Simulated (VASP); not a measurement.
The system is Sn2TeS3.

```
Sn Te S
1.0
     2.76266    1.59503    5.41667
    -2.76266    1.59503    5.41667
     0.00000   -3.19005    5.41667
Sn Te S
2 1 3
Cartesian
  0.0000 0.0000 1.4671
  0.0000 0.0000 14.7829
  0.0000 0.0000 8.1250
  -1.3813 -0.7975 5.4167
  1.3813 -0.7975 5.4167
  0.0000 1.5950 5.4167
```

The cell was generated, and may not be a known phase.

| Quantity | Value |
| --- | --- |
| Program | VASP 6.6.1 |
| Task | relaxation of cell and atoms |
| Functional | PBE |
| Potentials or basis | VASP PAW PBE potentials, release 64 (Sn_d, Te, S) |
| Cutoff | 600 eV |
| k mesh | 6 × 6 × 6 |
| Occupations | gaussian, width 0.1 eV |
| Spin | no spin polarisation |

At the start: pressure 0.3 GPa; volume 23.87 Å³/atom.

Q: Where does the relaxation end?

A: Over 17 steps the energy falls by 211.3 meV/atom and the volume is 26.37 Å³/atom (+10.5 %); space group R-3m (No. 166, to 0.1 Å) before and after.

Step by step:
```tsv
step	energy change (eV)	largest force (eV/Å)	pressure (GPa)	volume (Å³)
1	0.0000	0.6466	0.33	143.21
2	-0.1395	0.1645	-0.10	144.16
3	-0.2237	0.1658	-0.04	145.13
4	-0.3766	0.4216	0.23	146.38
5	-0.7893	0.8889	2.77	146.28
6	-0.8180	0.7963	1.80	146.59
7	-0.8141	0.8476	2.23	146.46
8	-0.9225	0.7452	-0.39	157.80
9	-0.9226	0.7536	-0.30	157.33
10	-0.9973	0.7229	-0.04	156.45
11	-1.1729	0.4777	0.96	153.82
12	-0.9932	0.8282	4.63	148.60
13	-1.2127	0.2458	1.67	152.50
14	-1.2588	0.1161	0.53	156.09
15	-1.2674	0.0310	-0.17	158.59
16	-1.2674	0.0355	-0.14	158.46
17	-1.2678	0.0190	-0.07	158.22
```

Final structure:
```cif
data_structure
_symmetry_space_group_name_H-M 'P 1'
_symmetry_Int_Tables_number 1
_cell_length_a 7.9637
_cell_length_b 7.9637
_cell_length_c 7.9637
_cell_angle_alpha 36.276
_cell_angle_beta 36.276
_cell_angle_gamma 36.276
_cell_volume 158.22
loop_
_atom_site_label
_atom_site_type_symbol
_atom_site_fract_x
_atom_site_fract_y
_atom_site_fract_z
_atom_site_occupancy
Sn1 Sn 0.08985 0.08985 0.08985 1
Sn2 Sn 0.91015 0.91015 0.91015 1
Te1 Te 0.50000 0.50000 0.50000 1
S1 S 0.00000 0.50000 0.50000 1
S2 S 0.50000 0.00000 0.50000 1
S3 S 0.50000 0.50000 0.00000 1
```

Caveat: a cell axis changed by over 15 % at a fixed basis, so the end point is rough.
